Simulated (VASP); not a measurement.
Write the native input for VASP 6.6.1 that does the following.

```
Task                   : single point
Functional             : r2SCAN
Potentials or basis    : VASP PAW PBE potentials, release 64 (Cd, S)
Cutoff                 : 520 eV
k mesh                 : 8 × 8 × 8
Occupations            : gaussian, width 0.01 eV
Spin                   : no spin polarisation
Dipole correction      : no
Further INCAR settings : ALGO = Normal; EDIFF = 1e-06; NBANDS = 16
```

The system is CdS.

```
CELL_PARAMETERS angstrom
0.00000 2.93921 2.92452
2.93921 0.00000 2.92452
2.93921 2.93921 0.00000
ATOMIC_POSITIONS crystal
Cd 0.00000 0.00000 0.00000
S 0.25000 0.25000 0.25000
```

This cell differs from its parent crystal: uniaxial z strain -0.5%.

One way to write it, as run:

POSCAR

```
CdS
1.0
    0.0000000000      2.9392148426      2.9245187684
    2.9392148426      0.0000000000      2.9245187684
    2.9392148426      2.9392148426      0.0000000000
Cd S
1 1
Direct
    0.0000000000      0.0000000000      0.0000000000
    0.2500000000      0.2500000000      0.2500000000
```

INCAR.step1

```
SYSTEM = CdS
  ALGO = Normal
  EDIFF = 1E-4
  ENCUT = 520
  GGA = PE
  ISMEAR = 0
  LASPH = .TRUE.
  LCHARG = .FALSE.
  LREAL = .FALSE.
  LWAVE = .TRUE.
  NBANDS = 16
  NELM = 80
  PREC = Accurate
  SIGMA = 0.01
```

INCAR.step2

```
SYSTEM = CdS
  ALGO = Normal
  EDIFF = 1E-6
  ENCUT = 520
  ISIF = 2
  ISMEAR = 0
  ISTART = 1
  LASPH = .TRUE.
  LCHARG = .FALSE.
  LMIXTAU = .TRUE.
  LREAL = .FALSE.
  LWAVE = .FALSE.
  METAGGA = R2SCAN
  NBANDS = 16
  NELM = 80
  PREC = Accurate
  SIGMA = 0.01
```

KPOINTS

```
k-points
0
G
  8 8 8
  0 0 0
```

Potentials or basis: VASP PAW PBE potentials, release 64 (Cd, S).

Launch:

```console
$ cat potpaw_PBE.64/Cd/POTCAR potpaw_PBE.64/S/POTCAR > POTCAR
$ cp INCAR.step1 INCAR
$ mpirun -np 1 vasp_std > vasp.out
$ cp INCAR.step2 INCAR
$ mpirun -np 1 vasp_std > vasp.out
```

It gave:

```yaml
Pressure: 0.6 GPa
Band_gap_on_the_k_mesh: 1.54 eV, direct
```

Caveat: the cell differs from its parent crystal (uniaxial z strain -0.5%); the PAW data sets were made with another functional, which shifts forces and pressure a little.

Wall time 82 s on 1 thread of Intel Xeon 6975P-C (shared host), peak memory 0.21 GiB.
